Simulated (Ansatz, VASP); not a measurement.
## Mo in VASP and in Ansatz

```
Mo
1.0
    -1.65923    1.65923    1.58022
     1.65923   -1.65923    1.58022
     1.65923    1.65923   -1.58022
Mo
1
Direct
  0.00000 0.00000 0.00000
```

Change from the starting cell: strain +0.050 along x and y, +0.000 along z, atoms carried along.

Alike in both runs: task single point; functional PBE; k mesh 26 × 26 × 26; occupations gaussian, width 0.15 eV; no spin polarisation.

|  | VASP | Ansatz |
| --- | --- | --- |
| version | VASP 6.6.1 | Ansatz 0.2.0 |
| potentials or method | VASP PAW PBE potentials, release 64 (Mo_sv), cutoff 520 eV | scalar-relativistic, plane waves, PAW |
| valence electrons in the cell | 14 | 14 |

|  | VASP | Ansatz | Ansatz less VASP |
| --- | --- | --- | --- |
| gap on the k mesh at the Fermi level (eV) | none | none | - |
| pressure (GPa) | -19.8 | -20.2 | -0.40 |
| traceless stress, the component that is largest in VASP (GPa) | 7.89 | 7.89 | +0.002 |

A gap of «none» marks a metal or a gap that the smearing closes. The functional is the same, so the differences come from potentials, cutoffs and numerics.
